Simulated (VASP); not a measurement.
Wanted: the native input for a VASP 6.6.1 run.

```yaml
Task: relaxation of cell and atoms
Functional: BLYP
Potentials_or_basis: VASP PAW PBE potentials, release 64 (Au)
Cutoff: 600 eV
k_mesh: 11 × 11 × 11
Occupations: fermi-dirac, width 0.05 eV
Spin: no spin polarisation
Dipole_correction: no
Further_INCAR_settings: ALGO = Normal; EDIFF = 1e-06; IBRION = 2; EDIFFG = -0.01; NSW = 60; ISIF = 3
```

The structure of Au lies in POSCAR:

```
Au
1.0
   -1.6572690000      1.6572690000      1.6572690000
    1.6572690000     -1.6572690000      1.6572690000
    1.6572690000      1.6572690000     -1.6572690000
Au
1
Direct
    0.0000000000      0.0000000000      0.0000000000
```

This isn't the form of Au at room conditions, which is fcc.

These files were run (other wordings do the same):

INCAR

```
SYSTEM = Au
AGGAC    = 1.0          
AGGAX    = 1.0          
ALDAC    = 0.0          
ALDAX    = 1.0          
ALGO     = Normal         ! electronic algorithm
EDIFF    = 1E-6           ! SCF threshold, eV
EDIFFG   = -0.01          ! ionic threshold
ENCUT    = 600            ! plane-wave cutoff, eV
GGA      = B5             ! functional
IBRION   = 2              ! ionic algorithm
ISIF     = 3              ! what is computed and relaxed
ISMEAR   = -1             ! smearing method
LASPH    = .TRUE.         ! aspherical terms in the spheres
LCHARG   = .FALSE.        ! write CHGCAR
LREAL    = .FALSE.        ! projectors in reciprocal space
LWAVE    = .FALSE.        ! write WAVECAR
NELM     = 60             ! most SCF steps
NSW      = 60             ! ionic steps
PREC     = Accurate       ! precision mode
SIGMA    = 0.05           ! smearing width, eV
```

KPOINTS

```
k-points
0
G
  11 11 11
  0 0 0
```

Potentials or basis: VASP PAW PBE potentials, release 64 (Au).

Launch:

```bash
$ cat potpaw_PBE.64/Au/POTCAR > POTCAR
$ mpirun -np 1 vasp_std > vasp.out
```

Results of the run:

The relaxed volume is 19.65 Å³/atom, the relaxed cell is a = 2.944 Å, b = 2.944 Å, c = 2.944 Å, α = 109.47°, β = 109.47°, γ = 109.47° and the space group after relaxing (to 0.1 Å) is Im-3m (No. 229). The energy gained by relaxing is 40.8 meV/atom. The ionic steps are 4, the pressure after relaxing is 0.0 GPa and the band gap on the k mesh is zero (an odd number of electrons rules out a gap without spin polarisation).

Caveat: the PAW data sets were made with another functional, which shifts forces and pressure a little; spin-orbit coupling is left out, which moves the levels of the heavy elements.

Wall time 37 s on 1 thread of Intel(R) Xeon(R) Platinum 8488C (Sapphire Rapids) (shared host), peak memory 0.15 GiB.
